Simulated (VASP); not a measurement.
# Rh: relaxation of cell and atoms with PBE

Crystal: Rh.

```
Rh
1.0
    -1.50926    1.50926    1.50926
     1.50926   -1.50926    1.50926
     1.50926    1.50926   -1.50926
Rh
1
Direct
  0.00000 0.00000 0.00000
```

This isn't the form of Rh at room conditions, which is fcc.

* Program: VASP 6.6.1
* Task: relaxation of cell and atoms
* Functional: PBE
* Potentials or basis: VASP PAW PBE potentials, release 64 (Rh_pv)
* Cutoff: 600 eV
* k mesh: 15 × 15 × 15
* Occupations: fermi-dirac, width 0.05 eV
* Spin: collinear spin, ferromagnetic start
* Starting moments: [1.0] μB
* Dipole correction: no
* Further INCAR settings: ALGO = Normal; EDIFF = 1e-06; IBRION = 2; EDIFFG = -0.01; NSW = 80; ISIF = 3

```json
{
 "Relaxed volume": "14.51 Å³/atom",
 "Relaxed cell": "a = 2.661 Å, b = 2.661 Å, c = 2.661 Å, α = 109.47°, β = 109.47°, γ = 109.47°",
 "Space group after relaxing (to 0.1 Å)": "Im-3m (No. 229)",
 "Energy gained by relaxing": "30.7 meV/atom",
 "Ionic steps": "4",
 "Pressure after relaxing": "0.0 GPa",
 "Net moment": "0.42 μB per cell",
 "Site moments": "Rh +0.43 μB",
 "Valence electrons inside the program's atomic spheres": "Rh 13.72"
}
```

Step by step:
```csv
step,energy change (eV),largest force (eV/Å),pressure (GPa),volume (Å³)
1,0.0000,0.0000,13.90,13.75
2,0.0878,0.0000,-18.61,16.27
3,-0.0307,0.0000,-0.30,14.52
4,-0.0307,0.0000,-0.02,14.51
```

Final structure:
```
Rh
1.0
    -1.53638    1.53638    1.53638
     1.53638   -1.53638    1.53638
     1.53638    1.53638   -1.53638
Rh
1
Direct
  0.00000 0.00000 0.00000
```

Levels at points of the mesh, in eV from the Fermi level:
Spin up:
| k point | band 5 | band 6 | band 7 | band 8 | band 9 | band 10 | band 11 | band 12 |
| --- | --- | --- | --- | --- | --- | --- | --- | --- |
| (0.00, 0.00, 0.00) | -2.90 | -2.90 | -2.90 | -0.69 | -0.69 | 18.36 | 18.36 | 18.36 |
Spin down:
| k point | band 5 | band 6 | band 7 | band 8 | band 9 | band 10 |
| --- | --- | --- | --- | --- | --- | --- |
| (0.00, 0.00, 0.00) | -2.68 | -2.68 | -2.68 | -0.26 | -0.26 | 18.39 |

Wall time 2.8 min on 1 thread of Intel Xeon 8259CL (shared host), peak memory 0.19 GiB.
